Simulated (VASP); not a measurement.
A run of VASP 6.6.1:

Contents of INCAR:

```
  ALGO = Normal
  EDIFF = 1E-7
  ENCUT = 520
  GGA = PS
  ISIF = 2
  ISMEAR = -1
  LASPH = True
  LCHARG = False
  LREAL = False
  LWAVE = False
  NBANDS = 34
  NELM = 80
  PREC = Accurate
  SIGMA = 0.05
```

KPOINTS

```
k-points
0
Gamma
  9 9 8
```

POSCAR

```
Ga
1.0
    2.2553500000     -3.8224000000      0.0000000000
    2.2553500000      3.8224000000      0.0000000000
    0.0000000000      0.0000000000      4.4263660000
Ga
4
Direct
    0.1525000000      0.8475000000      0.0785000000
    0.6525000000      0.3475000000      0.4215000000
    0.8475000000      0.1525000000      0.9215000000
    0.3475000000      0.6525000000      0.5785000000
```

Potentials or basis: VASP PAW PBE potentials, release 64 (Ga_d).

Run with:

```bash
$ cat potpaw_PBE.64/Ga_d/POTCAR > POTCAR
$ mpirun -np 1 vasp_std > vasp.out
```

Hardware: 1 thread of Oxide Virtual Turin-like Processor (shared host).

Estimate the wall time of this run.

Run time: 10 min on 1 thread of Oxide Virtual Turin-like Processor (shared host), peak memory 0.33 GiB. Counts: scf iterations 14, k points 125.
